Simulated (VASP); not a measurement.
TiPt3:

```
CELL_PARAMETERS angstrom
3.82606 0.00000 0.00000
0.00000 3.82606 0.00000
0.00000 0.00000 3.82606
ATOMIC_POSITIONS crystal
Ti 0.00000 0.00000 0.00000
Pt 0.00000 0.50000 0.50000
Pt 0.50000 0.00000 0.50000
Pt 0.50000 0.50000 0.00000
```

```yaml
Program: VASP 6.6.1
Task: relaxation of cell and atoms
Functional: PBEsol
Potentials_or_basis: VASP PAW PBE potentials, release 64 (Ti_sv, Pt)
Cutoff: 600 eV
k_mesh: 6 × 6 × 6
Occupations: gaussian, width 0.1 eV
Spin: no spin polarisation
```

At the start: pressure 17.2 GPa; volume 14.00 Å³/atom.

Problem. Where does the relaxation end?

Solution. Over 4 steps the energy falls by 40.9 meV/atom and the volume is 14.81 Å³/atom (+5.8 %); space group Pm-3m (No. 221, to 0.05 Å).

Step by step:
| step | energy change (eV) | largest force (eV/Å) | pressure (GPa) | volume (Å³) |
| --- | --- | --- | --- | --- |
| 1 | 0.0000 | 0.0000 | 17.21 | 56.01 |
| 2 | 0.8418 | 0.0000 | -28.07 | 69.10 |
| 3 | -0.1629 | 0.0000 | -1.07 | 59.46 |
| 4 | -0.1636 | 0.0000 | -0.07 | 59.24 |

Final structure:
```cif
data_structure
_symmetry_space_group_name_H-M 'P 1'
_symmetry_Int_Tables_number 1
_cell_length_a 3.8983
_cell_length_b 3.8983
_cell_length_c 3.8983
_cell_angle_alpha 90.000
_cell_angle_beta 90.000
_cell_angle_gamma 90.000
_cell_volume 59.24
loop_
_atom_site_label
_atom_site_type_symbol
_atom_site_fract_x
_atom_site_fract_y
_atom_site_fract_z
_atom_site_occupancy
Ti1 Ti 0.00000 0.00000 0.00000 1
Pt1 Pt 0.00000 0.50000 0.50000 1
Pt2 Pt 0.50000 0.00000 0.50000 1
Pt3 Pt 0.50000 0.50000 0.00000 1
```

Caveat: the PAW data sets were made with another functional, which shifts forces and pressure a little.
